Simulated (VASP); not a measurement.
# Fe (Im-3m) in VASP: notebook

The runs below take Fe through single point, with r2SCAN.

All numbers are computed with VASP 6.6.1; they aren't measurements. Logs are shortened: lines on timing, memory, paths and dates and some standing lists are left out, and cuts for length are marked.

### 1 The cell of the first run

It takes space group Im-3m (No. 229, cubic). The conventional cell has a = 2.876 Å, b = 2.876 Å, c = 2.876 Å, α = 90.00°, β = 90.00°, γ = 90.00°. Within 3.3 Å of Fe (site symmetry m-3m) lie 14 Fe at 2.49 to 2.88 Å.

### 2 Single point, r2SCAN, collinear spin, ferromagnetic start

POSCAR reads:

```
Fe
1.0
   -1.4378075931      1.4378075931      1.4378075931
    1.4378075931     -1.4378075931      1.4378075931
    1.4378075931      1.4378075931     -1.4378075931
Fe
1
Direct
    0.0000000000      0.0000000000      0.0000000000
```

INCAR.step1 reads:

```
SYSTEM = Fe
  ALGO = Normal
  EDIFF = 1E-5
  ENCUT = 660
  GGA = PE
  GGA_COMPAT = .False.
  ISMEAR = 1
  ISPIN = 2
  LASPH = .True.
  LCHARG = .False.
  LMAXMIX = 4
  LREAL = .False.
  LWAVE = .True.
  MAGMOM = 4.5
  NBANDS = 14
  NELM = 200
  PREC = Accurate
  SIGMA = 0.1
```

INCAR.step2 reads:

```
SYSTEM = Fe
  ALGO = Normal
  EDIFF = 1E-6
  ENCUT = 660
  GGA_COMPAT = .False.
  ISIF = 2
  ISMEAR = 1
  ISPIN = 2
  ISTART = 1
  LASPH = .True.
  LCHARG = .True.
  LELF = .True.
  LMAXMIX = 4
  LMIXTAU = .True.
  LORBIT = 11
  LREAL = .False.
  LVHAR = .True.
  LWAVE = .False.
  MAGMOM = 4.5
  METAGGA = R2SCAN
  NBANDS = 14
  NELM = 200
  PREC = Accurate
  SIGMA = 0.1
```

KPOINTS reads:

```
k-points
0
Gamma
  12 12 12
  0 0 0
```

Potentials or basis: VASP PAW PBE potentials, release 64 (Fe).

Started as:

```console
$ cat potpaw_PBE.64/Fe/POTCAR > POTCAR
$ cp INCAR.step1 INCAR
$ mpirun -np 1 vasp_std > vasp.out
$ cp INCAR.step2 INCAR
$ mpirun -np 1 vasp_std > vasp.out
```

OUTCAR:

```text
SYSTEM = Fe
   EDIFF = 1E-6
   ENCUT = 660
   ISIF = 2
   ISMEAR = 1
   ISPIN = 2
   ISTART = 1
   LASPH = .True.
   LORBIT = 11
   LREAL = .False.
   METAGGA = R2SCAN
   NELM = 200
   PREC = Accurate

 ion  position               nearest neighbor table
   1  0.000  0.000  0.000-

  LATTYP: Found a body centered cubic cell.
 ALAT       =     2.8756151862

  Lattice vectors:

 A1 = (  -1.4378075931,   1.4378075931,   1.4378075931)
 A2 = (   1.4378075931,  -1.4378075931,   1.4378075931)
 A3 = (   1.4378075931,   1.4378075931,  -1.4378075931)

Analysis of symmetry for initial positions (statically):
=====================================================================
 Subroutine PRICEL returns:
 Original cell was already a primitive cell.

 Routine SETGRP: Setting up the symmetry group for a
 body centered cubic supercell.

 Subroutine GETGRP returns: Found 48 space group operations
 (whereof 48 operations were pure point group operations)
 out of a pool of 48 trial point group operations.

The static configuration has the point symmetry O_h .

Analysis of symmetry for dynamics (positions and initial velocities):
=====================================================================
 Subroutine PRICEL returns:
 Original cell was already a primitive cell.

 Routine SETGRP: Setting up the symmetry group for a
 body centered cubic supercell.

 Subroutine GETGRP returns: Found 48 space group operations
 (whereof 48 operations were pure point group operations)
 out of a pool of 48 trial point group operations.

The dynamic configuration has the point symmetry O_h .

Analysis of structural, dynamic, and magnetic symmetry:
=====================================================================
 Subroutine PRICEL returns:
 Original cell was already a primitive cell.

 Routine SETGRP: Setting up the symmetry group for a
 body centered cubic supercell.

 Subroutine GETGRP returns: Found 48 space group operations
 (whereof 48 operations were pure point group operations)
 out of a pool of 48 trial point group operations.

The overall configuration has the point symmetry O_h .

 Subroutine INISYM returns: Found 48 space group operations
 (whereof 48 operations are pure point group operations),
 and found     1 'primitive' translations

----------------------------------------------------------------------------------------

                                     Primitive cell

  volume of cell :      11.8895

  direct lattice vectors                    reciprocal lattice vectors
    -1.437807593  1.437807593  1.437807593     0.000000000  0.347751676  0.347751676
[... 127 lines left out ...]
  ext. energy  EPLUGINS =         0.00000000
  ---------------------------------------------------
  free energy    TOTEN  =       -14.35564171 eV

  energy without entropy =      -14.35577368  energy(sigma->0) =      -14.35568570

 E-fermi :   5.3854     XC(G=0): -13.9543

 val. band max:        5.3681210238   @ k =   0.1667   0.0833   0.0000
 cond. band min:       5.3863341677   @ k =   0.5000   0.0000   0.0000
 fundamental gap:      0.0182131439
 Fermi energy:         5.3853718119

 spin component 1

 k-point     1 :       0.0000    0.0000    0.0000
  band No.  band energies     occupation
      1      -3.0668      1.00000
      2       2.2868      1.00000
      3       2.2868      1.00000
      4       2.2868      1.00000
      5       3.4893      1.00000
      6       3.4893      1.00000
      7      30.9083      0.00000
      8      30.9083      0.00000
      9      30.9083      0.00000
     10      35.6842      0.00000
     11      35.6842      0.00000
     12      37.2868      0.00000
     13      37.2868      0.00000
     14      37.2868      0.00000
[... 379 lines left out ...]
      3       3.4733      1.00000
      4       3.5641      1.00000
      5       3.6518      1.00000
      6       7.7553      0.00000
      7      12.2810      0.00000
      8      21.1983      0.00000
      9      22.3185      0.00000
     10      32.1420      0.00000
     11      36.1544      0.00000
     12      40.8088      0.00000
     13      44.5033      0.00000
     14      46.1656      0.00000

 [... further k-points ...]

 spin component 2

 k-point     1 :       0.0000    0.0000    0.0000
  band No.  band energies     occupation
      1      -3.6642      1.00000
      2       5.8086     -0.00000
      3       5.8086     -0.00000
      4       5.8086     -0.00000
      5       7.9618      0.00000
      6       7.9618      0.00000
      7      30.5638      0.00000
      8      30.5638      0.00000
      9      30.5638      0.00000
     10      36.2999      0.00000
     11      36.2999      0.00000
     12      39.1080      0.00000
     13      39.1080      0.00000
     14      39.1080      0.00000
[... 379 lines left out ...]
      3       4.8564      1.00000
      4       7.9042      0.00000
      5       8.2584      0.00000
      6       9.8770      0.00000
      7      14.4861      0.00000
      8      21.7080      0.00000
      9      23.6947      0.00000
     10      32.7021      0.00000
     11      37.6845      0.00000
     12      41.5240      0.00000
     13      45.3361      0.00000
     14      48.4024      0.00000

 [... further k-points ...]

------------------------ aborting loop because EDIFF is reached ----------------------------------------

  FORCE on cell =-STRESS in cart. coord.  units (eV):
  Direction    XX          YY          ZZ          XY          YZ          ZX
  --------------------------------------------------------------------------------------
  -------------------------------------------------------------------------------------
  Total       -0.0343707     -0.0343707     -0.0343707      0.0000000      0.0000000     -0.0000000
  in kB       -4.6316607     -4.6316607     -4.6316607      0.0000000      0.0000000     -0.0000000
  external PRESSURE =      -4.6316607 kB  Pullay stress =       0.0000000 kB

 VOLUME and BASIS-vectors are now :
 -----------------------------------------------------------------------------
  energy-cutoff  :      660.00
  volume of cell :       11.89
      direct lattice vectors                 reciprocal lattice vectors
    -1.437807593  1.437807593  1.437807593     0.000000000  0.347751676  0.347751676
     1.437807593 -1.437807593  1.437807593     0.347751676  0.000000000  0.347751676
     1.437807593  1.437807593 -1.437807593     0.347751676  0.347751676  0.000000000

 POSITION                                       TOTAL-FORCE (eV/Angst)
 -----------------------------------------------------------------------------------
      0.00000      0.00000      0.00000        -0.000000     -0.000000     -0.000000
 -----------------------------------------------------------------------------------
    total drift:                               -0.000000      0.000000      0.000000

  FREE ENERGIE OF THE ION-ELECTRON SYSTEM (eV)
  ---------------------------------------------------
  free  energy   TOTEN  =       -14.3556417096 eV

  energy  without entropy=      -14.3557736793  energy(sigma->0) =      -14.35568570

 total charge

# of ion       s       p       d       tot
------------------------------------------
    1        0.477   0.544   6.158   7.180

 magnetization (x)

# of ion       s       p       d       tot
------------------------------------------
    1       -0.010  -0.112   2.904   2.782
```

OUTCAR.step1:

```text
SYSTEM = Fe
   EDIFF = 1E-5
   ENCUT = 660
   GGA = PE
   ISMEAR = 1
   ISPIN = 2
   LASPH = .True.
[... 1053 lines left out ...]
 POSITION                                       TOTAL-FORCE (eV/Angst)
 -----------------------------------------------------------------------------------
      0.00000      0.00000      0.00000        -0.000000      0.000000      0.000000
 -----------------------------------------------------------------------------------
    total drift:                               -0.000000      0.000000      0.000000

  FREE ENERGIE OF THE ION-ELECTRON SYSTEM (eV)
  ---------------------------------------------------
  free  energy   TOTEN  =        -8.2310843066 eV

  energy  without entropy=       -8.2302016742  energy(sigma->0) =       -8.23079010
```

OSZICAR.step1:

```text
N       E                     dE             d eps       ncg     rms          rms(c)
DAV:   1     0.282877955811E+02    0.28288E+02   -0.44345E+03  4264   0.855E+02
DAV:   2    -0.724596859344E+01   -0.35534E+02   -0.32309E+02  4356   0.145E+02
DAV:   3    -0.841485606651E+01   -0.11689E+01   -0.11562E+01  4836   0.269E+01
DAV:   4    -0.841886751665E+01   -0.40115E-02   -0.40103E-02  4680   0.141E+00
DAV:   5    -0.841888677094E+01   -0.19254E-04   -0.19253E-04  4902   0.101E-01    0.125E+01
DAV:   6    -0.829218427217E+01    0.12670E+00   -0.86151E+00  5016   0.339E+01    0.511E+00
DAV:   7    -0.824583508757E+01    0.46349E-01   -0.44944E-01  4986   0.743E+00    0.337E+00
DAV:   8    -0.823731561509E+01    0.85195E-02   -0.93403E-03  5032   0.761E-01    0.118E+00
DAV:   9    -0.823119408032E+01    0.61215E-02   -0.10942E-02  5814   0.761E-01    0.381E-01
DAV:  10    -0.823104742913E+01    0.14665E-03   -0.25957E-03  4962   0.604E-01    0.370E-02
DAV:  11    -0.823107622859E+01   -0.28799E-04   -0.42696E-05  4308   0.540E-02    0.366E-02
DAV:  12    -0.823108430659E+01   -0.80780E-05   -0.11011E-05  4012   0.377E-02
   1 F= -.82310843E+01 E0= -.82307901E+01  d E =-.882632E-03  mag=     2.3188
```

Run time: 44 s. Hardware: 1 thread of Intel Xeon 6975P-C (Granite Rapids), shared host; peak memory 0.17 GiB.

Results:

* Free energy: -14.3556 eV
* Pressure: -0.5 GPa
* Net moment: 2.71 μB per cell
* Site moments: Fe +2.78 μB
* Valence electrons inside the program's atomic spheres: Fe 7.18

Levels at points of the mesh, in eV from the Fermi level:
Spin up:
| k point | band 3 | band 4 | band 5 | band 6 | band 7 | band 8 |
| --- | --- | --- | --- | --- | --- | --- |
| (0.00, 0.00, 0.00) | -3.10 | -3.10 | -1.90 | -1.90 | 25.52 | 25.52 |
| (0.50, 0.00, 0.00) | -1.86 | -1.74 | -0.61 | 0.55 | 6.76 | 18.69 |
| (0.50, 0.50, 0.50) | -0.86 | -0.86 | -0.86 | 9.86 | 9.86 | 9.86 |
Spin down:
```csv
k point,band 1,band 2,band 3,band 4,band 5,band 6,band 7,band 8
"(0.00, 0.00, 0.00)",-9.05,0.42,0.42,0.42,2.58,2.58,25.18,25.18
"(0.50, 0.00, 0.00)",-3.43,-0.97,0.00,2.41,2.86,3.43,9.11,18.65
"(0.50, 0.50, 0.50)",-2.60,-2.60,3.13,3.13,3.13,10.24,10.24,10.24
```

Caveat: the PAW data sets were made with another functional, which shifts forces and pressure a little.

### 3 Single point, r2SCAN, collinear spin, ferromagnetic start

This run uses another cell than the first one, of 12.02 Å³/atom.

POSCAR reads:

```
Fe
1.0
   -1.4430000000      1.4430000000      1.4430000000
    1.4430000000     -1.4430000000      1.4430000000
    1.4430000000      1.4430000000     -1.4430000000
Fe
1
Direct
    0.0000000000      0.0000000000      0.0000000000
```

INCAR.step1 reads:

```
PREC = Accurate
ENCUT = 660
ISMEAR = 1
SIGMA = 0.1
LREAL = False
LASPH = True
NELM = 200
ISPIN = 2
MAGMOM = 4.5
LMAXMIX = 4
NBANDS = 14
GGA = PE
ALGO = Normal
EDIFF = 1E-5
LWAVE = True
LCHARG = False
GGA_COMPAT = False
```

INCAR.step2 reads:

```
PREC = Accurate
ENCUT = 660
EDIFF = 1E-6
ISMEAR = 1
SIGMA = 0.1
LREAL = False
LASPH = True
NELM = 200
ALGO = Normal
ISIF = 2
LWAVE = False
LCHARG = False
ISPIN = 2
MAGMOM = 4.5
LORBIT = 11
LMAXMIX = 4
METAGGA = R2SCAN
LMIXTAU = True
NBANDS = 14
ISTART = 1
GGA_COMPAT = False
```

KPOINTS reads:

```
regular mesh
0
Gamma
  12 12 12
```

Potentials or basis: VASP PAW PBE potentials, release 64 (Fe).

Started as:

```console
$ cat potpaw_PBE.64/Fe/POTCAR > POTCAR
$ cp INCAR.step1 INCAR
$ mpirun -np 1 vasp_std > vasp.out
$ cp INCAR.step2 INCAR
$ mpirun -np 1 vasp_std > vasp.out
```

It took 49 s on 1 thread of Intel Xeon 6975P-C (Granite Rapids), shared host; peak memory 0.16 GiB.

Results (log left out):

| Item | Value |
| --- | --- |
| Free energy | -14.3545 eV |
| Pressure | -2.6 GPa |
| Net moment | 2.71 μB per cell |
| Site moments | Fe +2.79 μB |
| Valence electrons inside the program's atomic spheres | Fe 7.16 |

Levels at points of the mesh, in eV from the Fermi level:
Spin up:
| k point | band 3 | band 4 | band 5 | band 6 | band 7 | band 8 |
| --- | --- | --- | --- | --- | --- | --- |
| (0.00, 0.00, 0.00) | -3.11 | -3.11 | -1.93 | -1.93 | 25.39 | 25.39 |
| (0.50, 0.00, 0.00) | -1.90 | -1.78 | -0.66 | 0.54 | 6.65 | 18.57 |
| (0.50, 0.50, 0.50) | -0.91 | -0.91 | -0.91 | 9.76 | 9.76 | 9.76 |
Spin down:
| k point | band 1 | band 2 | band 3 | band 4 | band 5 | band 6 | band 7 |
| --- | --- | --- | --- | --- | --- | --- | --- |
| (0.00, 0.00, 0.00) | -9.02 | 0.42 | 0.42 | 0.42 | 2.55 | 2.55 | 25.04 |
| (0.50, 0.00, 0.00) | -3.40 | -0.96 | -0.03 | 2.39 | 2.83 | 3.38 | 8.98 |
| (0.50, 0.50, 0.50) | -2.55 | -2.55 | 3.08 | 3.08 | 3.08 | 10.14 | 10.14 |

Caveat: the PAW data sets were made with another functional, which shifts forces and pressure a little.
